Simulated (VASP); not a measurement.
A run of VASP 6.6.1 is set up as follows.

INCAR

```
ALGO = Normal
DIPOL = 0.5 0.5 0.323
EDIFF = 1E-7
ENCUT = 520
GGA = PE
IDIPOL = 3
ISIF = 2
ISMEAR = 0
IVDW = 12
LASPH = T
LCHARG = F
LDIPOL = T
LREAL = F
LWAVE = F
NBANDS = 53
NELM = 80
PREC = Accurate
SIGMA = 0.1
```

File KPOINTS:

```
k-points
0
Gamma
  6 6 1
```

Contents of POSCAR:

```
SiW6
1.0
    4.4682526257      0.0000000000      0.0000000000
   -2.2341263128      3.8696202844      0.0000000000
    0.0000000000      0.0000000000     21.6259061357
W Si
6 1
Direct
    0.6666666667      0.3333333333      0.1849633479
    0.3333333333      0.6666666667      0.2271386095
    0.0000000000      0.0000000000      0.2693138710
    0.6666666667      0.3333333333      0.3085097946
    0.3333333333      0.6666666667      0.3483008428
    0.0000000000      0.0000000000      0.3849968683
    0.4444444444      0.8888888889      0.5375916303
```

Potentials or basis: VASP PAW PBE potentials, release 64 (W_sv, Si).

The run is started by

```console
$ cat potpaw_PBE.64/W_sv/POTCAR potpaw_PBE.64/Si/POTCAR > POTCAR
$ mpirun -np 1 vasp_std > vasp.out
```

Problem. Estimate the dispersion energy per atom.

Solution. -0.408 eV.

Problem. Predict the largest force.

Solution. 6.046 eV/Å.

Problem. What does it give for the band gap on the k mesh?

Solution. Zero (bands 44 and 45 overlap by 0.35 eV).

Forces in eV/Å, atoms in the order of the input:
```
W    0.000 -0.050  2.072
W    0.000  0.015 -1.108
W    0.000  0.006 -1.841
W    0.000  0.092 -4.034
W    0.000  0.107  0.034
W    0.000 -0.039  6.046
Si   0.000 -0.130 -1.170
```

Caveat: spin-orbit coupling is left out, which moves the levels of the heavy elements.
